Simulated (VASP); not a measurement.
# WS2 (P-1) in VASP: single point with LDA

Aim: the single point of WS2 with LDA.

All numbers are computed with VASP 6.6.1; they aren't measurements. Logs are shortened: lines on timing, memory, paths and dates and some standing lists are left out, and cuts for length are marked.

### Step 1. The cell of the first run

The typed cell holds 6 atoms: a = 3.134 Å, b = 3.128 Å, c = 12.211 Å, α = 92.92°, β = 97.99°, γ = 119.79°.

### Step 2. Single point, LDA (engineering shear strain xz -0.1400, engineering shear strain yz -0.1400)

INCAR reads:

```
SYSTEM = WS2
PREC = Accurate
ENCUT = 520
EDIFF = 1E-6
ISMEAR = 0
SIGMA = 0.05
LREAL = .FALSE.
LASPH = .TRUE.
NELM = 80
ALGO = Normal
ISIF = 2
LWAVE = .FALSE.
LCHARG = .FALSE.
NBANDS = 35
```

KPOINTS reads:

```
regular mesh
0
G
  12 12 4
  0 0 0
```

POSCAR reads:

```
WS2
1.0
    3.1265905160      0.0000000000     -0.2188613361
   -1.5632952580      2.7077068141     -0.0801088089
   -0.8506417516     -0.8506417516     12.1520250223
W S
2 4
Direct
    0.1252937543      0.4947089219      0.2525547288
    0.8747062457      0.5052910781      0.7474452712
    0.4301099017      0.7569504239      0.6173827313
    0.3489122238      0.0801669225      0.1226857739
    0.6510877762      0.9198330775      0.8773142261
    0.5698900983      0.2430495761      0.3826172687
```

Potentials or basis: VASP PAW LDA potentials, release 64 (W_sv, S).

Run with:

```sh
$ cat potpaw_LDA.64/W_sv/POTCAR potpaw_LDA.64/S/POTCAR > POTCAR
$ mpirun -np 1 vasp_std > vasp.out
```

OUTCAR:

```text
SYSTEM = WS2
   PREC = Accurate
   ENCUT = 520
   EDIFF = 1E-6
   ISMEAR = 0
   LREAL = .FALSE.
   LASPH = .TRUE.
   NELM = 80
   ISIF = 2

 ion  position               nearest neighbor table
   1  0.125  0.495  0.253-   6 2.38   4 2.39   4 2.39   4 2.39   6 2.39   6 2.39
   2  0.875  0.505  0.747-   3 2.38   5 2.39   5 2.39   5 2.39   3 2.39   3 2.39
   3  0.430  0.757  0.617-   2 2.38   2 2.39   2 2.39
   4  0.349  0.080  0.123-   1 2.39   1 2.39   1 2.39
   5  0.651  0.920  0.877-   2 2.39   2 2.39   2 2.39
   6  0.570  0.243  0.383-   1 2.38   1 2.39   1 2.39

  LATTYP: Found a triclinic cell.
 ALAT       =     3.1276166127
 B/A-ratio  =     1.0021181270
 C/A-ratio  =     3.8427973277
 COS(alpha) =     0.0097159965
 COS(beta)  =     0.0788707345
 COS(gamma) =     0.4968272864

  Lattice vectors:

 A1 = (  -1.5632952580,   2.7077068141,  -0.0801088089)
 A2 = (  -3.1265905160,   0.0000000000,   0.2188613361)
 A3 = (   0.7126535064,   1.8570650625,  11.8530548773)

Analysis of symmetry for initial positions (statically):
=====================================================================
 Subroutine PRICEL returns:
 Original cell was already a primitive cell.

 Routine SETGRP: Setting up the symmetry group for a
 triclinic supercell.

 Subroutine GETGRP returns: Found  2 space group operations
 (whereof  2 operations were pure point group operations)
 out of a pool of  2 trial point group operations.

The static configuration has the point symmetry S_2 .

Analysis of symmetry for dynamics (positions and initial velocities):
=====================================================================
 Subroutine PRICEL returns:
 Original cell was already a primitive cell.

 Routine SETGRP: Setting up the symmetry group for a
 triclinic supercell.

 Subroutine GETGRP returns: Found  2 space group operations
 (whereof  2 operations were pure point group operations)
 out of a pool of  2 trial point group operations.

The dynamic configuration has the point symmetry S_2 .

 Subroutine INISYM returns: Found  2 space group operations
 (whereof  2 operations are pure point group operations),
 and found     1 'primitive' translations

----------------------------------------------------------------------------------------

                                     Primitive cell

  volume of cell :     101.8695

  direct lattice vectors                    reciprocal lattice vectors
     3.126590516  0.000000000 -0.218861336     0.322333707  0.187154594  0.035664181
    -1.563295258  2.707706814 -0.080108809     0.001827559  0.371143763  0.026107993
    -0.850641752 -0.850641752 12.152025022     0.005817367  0.005817367  0.083105243

  length of vectors
     3.134241302  3.127616613 12.211424770     0.374429959  0.372065397  0.083511466

  position of ions in fractional coordinates (direct lattice)
     0.125293754  0.494708922  0.252554729
     0.874706246  0.505291078  0.747445271
     0.430109902  0.756950424  0.617382731
     0.348912224  0.080166922  0.122685774
     0.651087776  0.919833078  0.877314226
     0.569890098  0.243049576  0.382617269

  ion indices of the primitive-cell ions
   primitive index   ion index
                 1           1
                 2           2
                 3           3
                 4           4
                 5           5
                 6           6

----------------------------------------------------------------------------------------

 KPOINTS: regular mesh

Automatic generation of k-mesh.
 Grid dimensions read from file:
 generate k-points for:   12   12    4

 Generating k-lattice:

  Cartesian coordinates                     Fractional coordinates (reciprocal lattice)
     0.026861142  0.015596216  0.002972015     0.083333333 -0.000000000  0.000000000
     0.000152297  0.030928647  0.002175666     0.000000000  0.083333333  0.000000000
     0.001454342  0.001454342  0.020776311     0.000000000  0.000000000  0.250000000

  Length of vectors
     0.031202497  0.031005450  0.020877866

  Shift w.r.t. Gamma in fractional coordinates (k-lattice)
     0.000000000  0.000000000  0.000000000

 Subroutine IBZKPT returns following result:
 ===========================================

 Found    292 irreducible k-points:

 Following reciprocal coordinates:
            Coordinates               Weight
  0.000000  0.000000  0.000000      1.000000
  0.083333 -0.000000 -0.000000      2.000000
  0.166667 -0.000000  0.000000      2.000000
  0.250000 -0.000000 -0.000000      2.000000
  0.333333 -0.000000 -0.000000      2.000000
  0.416667 -0.000000 -0.000000      2.000000
[... 16 lines left out ...]
  0.250000  0.166667  0.000000      2.000000
  0.333333  0.166667  0.000000      2.000000
 [... further k-points ...]
   k-points           NKPTS =    292   k-points in BZ     NKDIM =    292   number of bands    NBANDS=     35
   number of dos      NEDOS =    301   number of ions     NIONS =      6
   total plane-waves  NPLWV =  55296
   dimension x,y,z NGX =    24 NGY =   24 NGZ =   96
   dimension x,y,z NGXF=    48 NGYF=   48 NGZF=  192
   ions per type =               2   4
   NGX,Y,Z   is equivalent  to a cutoff of  12.73, 12.76, 13.07 a.u.
   NGXF,Y,Z  is equivalent  to a cutoff of  25.46, 25.51, 26.14 a.u.
 SYSTEM =  WS2
   PREC   = accura    normal or accurate (medium, high low for compatibility)
   ISTART =      0    job   : 0-new  1-cont  2-samecut
   ICHARG =      2    charge: 1-file 2-atom 10-const
   ISPIN  =      1    spin polarized calculation?
   LNONCOLLINEAR =      F non collinear calculations
   LSORBIT =      F    spin-orbit coupling
   LASPH  =      T    aspherical Exc in radial PAW
   ENCUT  =  520.0 eV  38.22 Ry    6.18 a.u.   5.83  5.82 22.71*2*pi/ulx,y,z
   NELM   =     80;   NELMIN=  2; NELMDL= -5     # of ELM steps
   EDIFF  = 0.1E-05   stopping-criterion for ELM
   LREAL  =      F    real-space projection
   EDIFFG = 0.1E-04   stopping-criterion for IOM
   NSW    =      0    number of steps for IOM
   IBRION =     -1    ionic relax: 0-MD 1-quasi-New 2-CG
   NFREE  =      0    steps in history (QN), initial steepest desc. (CG)
   ISIF   =      2    stress and relaxation
   ISYM   =      2    0-nonsym 1-usesym 2-fastsym
   POTIM  = 0.5000    time-step for ionic-motion
   TEBEG  =    0.0;   TEEND  =   0.0 temperature during run
   PSTRESS=    0.0 pullay stress
   NELECT =      52.0000    total number of electrons
   NUPDOWN=      -1.0000    fix difference up-down
   EMIN   =  10.00;   EMAX   =-10.00  energy-range for DOS
   EFERMI =   0.00;   METHOD = LEGACY
   ISMEAR =     0;   SIGMA  =   0.05  broadening in eV -4-tet -1-fermi 0-gaus
   EFERMI_NEDOS =   21; number of points for ismear=-14 and -15
   IALGO  =     38    algorithm
   IMIX   =      4    mixing-type and parameters
     AMIX     =   0.40;   BMIX     =  1.00
     AMIX_MAG =   1.60;   BMIX_MAG =  1.00
  volume/ion in A,a.u.               =      16.98       114.57
  Fermi-wavevector in a.u.,A,eV,Ry     =   1.308362  2.472445 23.290599  1.711811
  Thomas-Fermi vector in A             =   2.439034
   LORBIT       =      0    0 simple, 1 ext, 2 COOP (PROOUT), +10 PAW based schemes
   GGA     = CA    functional components
   LHFCALC =     F    Hartree Fock is set to
   AEXX    =    0.0000 exact exchange contribution
   IVDW    =     0    specifies the selected vdW correction
   LEPSILON=     F    determine dielectric tensor
   LRPA    =     F    only Hartree local field effects (RPA)
 non-spin polarized calculation
 Gauss-broadening in eV      SIGMA  =   0.05
  energy-cutoff  :      520.00
  volume of cell :      101.87
 maximum number of plane-waves:      2763
   NGX = 11   NGY = 11   NGZ = 45

 number of electron      52.0000002 magnetization

 Free energy of the ion-electron system (eV)
  ---------------------------------------------------
  ext. energy  EPLUGINS =         0.00000000
  ---------------------------------------------------
  free energy    TOTEN  =       -52.48229680 eV

  energy without entropy =      -52.48229680  energy(sigma->0) =      -52.48229680

 E-fermi :   8.3337     XC(G=0): -11.4896

 val. band max:        8.0455977928   @ k =   0.0000   0.0000   0.0000
 cond. band min:       8.8113651668   @ k =  -0.1667  -0.1667   0.2500
 fundamental gap:      0.7657673739
 Fermi energy:         8.3337403191

 k-point     1 :       0.0000    0.0000    0.0000
  band No.  band energies     occupation
      1     -66.2287      2.00000
      2     -66.2287      2.00000
      3     -30.7883      2.00000
      4     -30.7882      2.00000
      5     -30.5805      2.00000
      6     -30.5805      2.00000
[... 27 lines left out ...]
     34      10.5859      0.00000
     35      12.7197      0.00000

 k-point     2 :       0.0833   -0.0000   -0.0000
  band No.  band energies     occupation
      1     -66.2273      2.00000
      2     -66.2273      2.00000
      3     -30.7833      2.00000
      4     -30.7832      2.00000
      5     -30.6076      2.00000
      6     -30.6076      2.00000
[... 27 lines left out ...]
     34      10.4970      0.00000
     35      13.2783      0.00000

 k-point     3 :       0.1667   -0.0000    0.0000
  band No.  band energies     occupation
      1     -66.2234      2.00000
      2     -66.2234      2.00000
      3     -30.7695      2.00000
      4     -30.7695      2.00000
      5     -30.6823      2.00000
      6     -30.6823      2.00000
[... 27 lines left out ...]
     34      11.0281      0.00000
     35      14.4047      0.00000

 k-point     4 :       0.2500   -0.0000   -0.0000
  band No.  band energies     occupation
      1     -66.2180      2.00000
      2     -66.2180      2.00000
      3     -30.7831      2.00000
      4     -30.7831      2.00000
      5     -30.7507      2.00000
      6     -30.7506      2.00000
[... 27 lines left out ...]
     34      11.5979      0.00000
     35      14.5550      0.00000

 k-point     5 :       0.3333   -0.0000   -0.0000
  band No.  band energies     occupation
      1     -66.2126      2.00000
      2     -66.2126      2.00000
      3     -30.8822      2.00000
      4     -30.8822      2.00000
      5     -30.7318      2.00000
      6     -30.7318      2.00000
[... 638 lines left out ...]
 k-point    22 :       0.1667    0.1667    0.0000
  band No.  band energies     occupation
      1     -66.2152      2.00000
      2     -66.2152      2.00000
      3     -30.8124      2.00000
      4     -30.8124      2.00000
      5     -30.7411      2.00000
      6     -30.7411      2.00000
[... 27 lines left out ...]
     34      12.1509      0.00000
     35      15.0333      0.00000

 k-point    23 :       0.2500    0.1667    0.0000
  band No.  band energies     occupation
      1     -66.2106      2.00000
      2     -66.2106      2.00000
      3     -30.8806      2.00000
      4     -30.8806      2.00000
      5     -30.7248      2.00000
      6     -30.7248      2.00000
[... 27 lines left out ...]
     34      12.3895      0.00000
     35      14.4732      0.00000

 k-point    24 :       0.3333    0.1667    0.0000
  band No.  band energies     occupation
      1     -66.2071      2.00000
      2     -66.2071      2.00000
      3     -30.9291      2.00000
      4     -30.9291      2.00000
      5     -30.7197      2.00000
      6     -30.7197      2.00000
[... 27 lines left out ...]
     34      12.2315      0.00000
     35      13.7611      0.00000

 [... further k-points ...]

------------------------ aborting loop because EDIFF is reached ----------------------------------------

  FORCE on cell =-STRESS in cart. coord.  units (eV):
  Direction    XX          YY          ZZ          XY          YZ          ZX
  --------------------------------------------------------------------------------------
  -------------------------------------------------------------------------------------
  Total        0.2039694     -0.0518883      1.2371894     -0.2980046     -0.1842094      0.2565183
  in kB        3.2079780     -0.8160854     19.4581948     -4.6869398     -2.8971981      4.0344535
  external PRESSURE =       7.2833625 kB  Pullay stress =       0.0000000 kB

 VOLUME and BASIS-vectors are now :
 -----------------------------------------------------------------------------
  energy-cutoff  :      520.00
  volume of cell :      101.87
      direct lattice vectors                 reciprocal lattice vectors
     3.126590516  0.000000000 -0.218861336     0.322333707  0.187154594  0.035664181
    -1.563295258  2.707706814 -0.080108809     0.001827559  0.371143763  0.026107993
    -0.850641752 -0.850641752 12.152025022     0.005817367  0.005817367  0.083105243

 POSITION                                       TOTAL-FORCE (eV/Angst)
 -----------------------------------------------------------------------------------
     -0.59647      1.12469      3.00200         0.000855     -0.003833     -0.000859
      1.30912      0.73237      8.85106        -0.000855      0.003833      0.000859
     -0.36373      1.52443      7.34768         0.000486     -0.005293     -0.034001
      0.86122      0.11271      1.40810        -0.000900     -0.001454     -0.038550
     -0.14857      1.74436     10.44496         0.000900      0.001454      0.038550
      1.07638      0.33264      4.50538        -0.000486      0.005293      0.034001
 -----------------------------------------------------------------------------------
    total drift:                                0.000000      0.000000      0.000000

  FREE ENERGIE OF THE ION-ELECTRON SYSTEM (eV)
  ---------------------------------------------------
  free  energy   TOTEN  =       -52.4822968023 eV

  energy  without entropy=      -52.4822968023  energy(sigma->0) =      -52.48229680
```

Run time: 20 min. Hardware: 1 thread of Oxide Virtual Turin-like, shared host; peak memory 0.74 GiB.

Results:

```yaml
Free_energy: -52.4823 eV
Pressure: 0.7 GPa
Largest_force: 0.039 eV/Å
Band_gap_on_the_k_mesh: 0.77 eV (least direct gap 1.85 eV)
```

Forces on the atoms (eV/Å):
```
W    0.001 -0.004 -0.001
W   -0.001  0.004  0.001
S    0.000 -0.005 -0.034
S   -0.001 -0.001 -0.039
S    0.001  0.001  0.039
S    0.000  0.005  0.034
```

Levels at points of the mesh, in eV from the valence-band top:
| k point | band 24 | band 25 | band 26 | band 27 | band 28 | band 29 |
| --- | --- | --- | --- | --- | --- | --- |
| (0.00, 0.00, 0.00) | -1.50 | -1.38 | 0.00 | 2.11 | 2.14 | 2.16 |
| (0.50, 0.00, 0.00) | -1.93 | -1.79 | -1.71 | 2.17 | 2.21 | 2.57 |
| (0.00, 0.50, 0.00) | -2.02 | -1.98 | -1.55 | 2.19 | 2.19 | 2.51 |
| (0.50, 0.50, 0.00) | -1.99 | -1.90 | -1.62 | 2.18 | 2.21 | 2.48 |
| (0.00, 0.00, 0.50) | -2.39 | -0.36 | -0.30 | 2.08 | 2.12 | 2.20 |
| (0.50, 0.00, 0.50) | -2.00 | -1.90 | -1.66 | 2.17 | 2.20 | 2.50 |
| (0.00, 0.50, 0.50) | -1.87 | -1.75 | -1.63 | 2.16 | 2.22 | 2.29 |
| (0.50, 0.50, 0.50) | -1.97 | -1.81 | -1.65 | 2.18 | 2.22 | 2.54 |

Caveat: the cell differs from its parent crystal (engineering shear strain xz -0.1400, engineering shear strain yz -0.1400); spin-orbit coupling is left out, which moves the levels of the heavy elements.
